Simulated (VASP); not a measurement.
# Co: single point with r2SCAN

Crystal: Co.

```
Co
1.0
     2.48837    0.00000    0.00000
    -1.24419    2.15499    0.00000
     0.00000    0.00000    4.04777
Co
2
Direct
  0.66667 0.33333 0.75000
  0.33333 0.66667 0.25000
```

* Program: VASP 6.6.1
* Task: single point
* Functional: r2SCAN
* Potentials or basis: VASP PAW PBE potentials, release 64 (Co)
* Cutoff: 520 eV
* k mesh: 12 × 12 × 7
* Occupations: fermi-dirac, width 0.05 eV
* Spin: collinear spin, ferromagnetic start
* Starting moments: [2.0, 2.0] μB
* Dipole correction: no
* Further INCAR settings: ALGO = Normal; EDIFF = 1e-06; NBANDS = 20

```yaml
Pressure: -4.2 GPa
Net_moment: 3.56 μB per cell
Site_moments: Co +1.85 μB
Valence_electrons_inside_the_program's_atomic_spheres: Co 8.29
```

Stress tensor (GPa, compression positive):
```
-4.61  0.00  0.00
 0.00 -4.61  0.00
 0.00  0.00 -3.49
```

Levels at points of the mesh, in eV from the Fermi level:
Spin up:
```csv
k point,band 9,band 10,band 11,band 12,band 13,band 14
"(0.00, 0.00, 0.00)",-2.75,-1.68,-1.68,-0.30,6.07,22.76
"(0.50, 0.00, 0.00)",-1.48,-1.36,0.88,3.04,9.72,10.49
```
Spin down:
```csv
k point,band 3,band 4,band 5,band 6,band 7,band 8,band 9,band 10,band 11,band 12
"(0.00, 0.00, 0.00)",-0.97,-0.86,-0.86,-0.82,-0.48,-0.48,0.05,0.05,1.30,1.30
"(0.50, 0.00, 0.00)",-3.40,-2.30,-1.03,-0.96,-0.61,1.40,1.56,1.57,2.61,4.36
```

Run time: 2.6 min on 1 thread of Intel(R) Xeon(R) 6975P-C (Granite Rapids), on a shared host, peak memory 0.18 GiB.

Caveat: the cell stands under tension; the PAW data sets were made with another functional, which shifts forces and pressure a little.
